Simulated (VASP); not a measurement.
## SiC: single point with PBE

SiC:

```
CELL_PARAMETERS angstrom
2.90642 0.00000 0.00000
-1.45321 2.51703 0.00000
0.00000 0.00000 5.14125
ATOMIC_POSITIONS crystal
Si 0.33333 0.66667 0.50448
Si 0.66667 0.33333 0.00448
C 0.33333 0.66667 0.87052
C 0.66667 0.33333 0.37052
```

```yaml
Program: VASP 6.6.1
Task: single point
Functional: PBE
Potentials_or_basis: VASP PAW PBE potentials, release 64 (Si, C)
Cutoff: 520 eV
k_mesh: 12 × 12 × 6
Occupations: gaussian, width 0.02 eV
Spin: no spin polarisation
```

```json
{
  "Pressure": "29.6 GPa",
  "Band gap on the k mesh": "1.34 eV, indirect (least direct gap 4.35 eV)"
}
```

Forces in eV/Å, atoms in the order of the input:
```
Si   0.000  0.000 -0.002
Si   0.000  0.000 -0.002
C    0.000  0.000  0.002
C    0.000  0.000  0.002
```

Stress tensor (GPa, compression positive):
```
44.57  0.00  0.00
 0.00 44.57  0.00
 0.00  0.00 -0.26
```

Levels at points of the mesh, in eV from the valence-band top:
| k point | band 6 | band 7 | band 8 | band 9 | band 10 | band 11 |
| --- | --- | --- | --- | --- | --- | --- |
| (0.00, 0.00, 0.00) | -1.04 | 0.00 | 0.00 | 5.00 | 6.58 | 7.66 |
| (0.50, 0.00, 0.00) | -4.01 | -3.30 | -1.43 | 3.23 | 3.35 | 7.33 |
| (0.00, 0.00, 0.50) | -0.55 | -0.55 | -0.55 | 7.22 | 7.22 | 8.24 |
| (0.50, 0.00, 0.50) | -3.20 | -2.51 | -2.51 | 2.74 | 2.74 | 5.34 |

Run time: 41 s on 1 thread of Intel(R) Xeon(R) Platinum 8259CL CPU @ 2.50GHz (Skylake/Cascade Lake) (shared host), peak memory 0.17 GiB.

A k mesh can miss the band edges. A hybrid or GW would open this gap; PBE tends to underestimate it.
